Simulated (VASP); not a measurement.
Crystal: KBr.

```
K Br
1.0
     0.00000    3.30225    3.30225
     3.28574    0.00000    3.30225
     3.28574    3.30225    0.00000
K Br
1 1
Direct
  0.00000 0.00000 0.00000
  0.50000 0.50000 0.50000
```

This cell differs from its parent crystal: uniaxial x strain -0.5%.

Base run:

```yaml
Program: VASP 6.6.1
Functional: HSE06
Potentials_or_basis: VASP PAW PBE potentials, release 64 (K_sv, Br)
Cutoff: 520 eV
k_mesh: 4 × 4 × 4
Occupations: gaussian, width 0.01 eV
Spin: no spin polarisation
```

Its results: band gap on the k mesh 5.61 eV; pressure 0.5 GPa.

The run is repeated on the same cell with these changes: functional from HSE06 to r2SCAN; k mesh from 4 × 4 × 4 to 6 × 6 × 6. What comes out?

Band gap on the k mesh 5.09 eV; pressure 0.1 GPa.

Several settings changed at once.

Caveats: the PAW data sets were made with another functional, which shifts forces and pressure a little.

